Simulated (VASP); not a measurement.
Write the native input for VASP 6.6.1 that does the following.

- Task: single point
- Functional: PBE
- Dispersion: D3(BJ)
- Potentials or basis: VASP PAW PBE potentials, release 64 (Na_pv, La, Mn_pv, Mo_sv, O)
- Cutoff: 520 eV
- k mesh: 4 × 4 × 4
- Occupations: fermi-dirac, width 0.05 eV
- Spin: collinear spin, ferromagnetic start
- Starting moments: [0.0, 0.0, 4.0, 1.0, 0.0, 0.0, 0.0, 0.0, 0.0, 0.0] μB
- Dipole correction: no
- Further INCAR settings: ALGO = Normal; EDIFF = 1e-06; NBANDS = 56

The structure of NaLaMnMoO6 lies in POSCAR:

```
NaLaMnMoO6
1.0
    4.9777500000     -2.8814600000      0.0205500000
    4.9777500000      2.8814600000      0.0205500000
   -3.0608600000      0.0000000000      4.5978500000
Na La Mn Mo O
1 1 1 1 6
Direct
    0.9948200000      0.9948200000      0.4999400000
    0.7530700000      0.7530700000      0.7882500000
    0.2501600000      0.2501600000      0.1981100000
    0.4986700000      0.4986700000      0.9972200000
    0.3033800000      0.3033800000      0.6139600000
    0.3290200000      0.8285000000      0.8764900000
    0.1955800000      0.6363000000      0.1535400000
    0.6363000000      0.1955800000      0.1535400000
    0.8285000000      0.3290200000      0.8764900000
    0.7105000000      0.7105000000      0.3424600000
```

The input as run:

INCAR

```
SYSTEM = NaLaMnMoO6
  PREC = Accurate
  ENCUT = 520
  EDIFF = 1E-6
  ISMEAR = -1
  SIGMA = 0.05
  LREAL = .False.
  LASPH = .True.
  NELM = 150
  ALGO = Normal
  ISIF = 2
  LWAVE = .False.
  LCHARG = .False.
  ISPIN = 2
  MAGMOM = 0 0 4 1 0 0 0 0 0 0
  LORBIT = 11
  LMAXMIX = 6
  GGA = PE
  IVDW = 12
  NBANDS = 56
```

KPOINTS

```
Automatic mesh
0
Gamma
  4 4 4
  0 0 0
```

Potentials or basis: VASP PAW PBE potentials, release 64 (Na_pv, La, Mn_pv, Mo_sv, O).

Launch:

```bash
$ cat potpaw_PBE.64/Na_pv/POTCAR potpaw_PBE.64/La/POTCAR potpaw_PBE.64/Mn_pv/POTCAR potpaw_PBE.64/Mo_sv/POTCAR potpaw_PBE.64/O/POTCAR > POTCAR
$ mpirun -np 1 vasp_std > vasp.out
```

Results of the run:

```json
{
  "Pressure": "-2.3 GPa",
  "Largest force": "0.065 eV/Å",
  "Band gap on the k mesh": "0.92 eV (least direct gap 1.00 eV)",
  "Net moment": "5.00 μB per cell",
  "Site moments": "Na +0.00; La +0.01; Mn +4.35; Mo +0.15; O +0.02, +0.04 (each value once) μB",
  "Valence electrons inside the program's atomic spheres": "Na 6.07; La 8.58; Mn 11.28; Mo 12.32; O 4.99, 5.02, 5.04 (each value once)",
  "Dispersion energy per atom": "-0.202 eV"
}
```

Caveat: three body term missing; spin-orbit coupling is left out, which moves the levels of the heavy elements; a cell with one magnetic atom can't hold antiferromagnetic order, which such compounds often take.

Wall time 32 min on 1 thread of Intel Xeon 8259CL, on a shared host, peak memory 0.58 GiB.
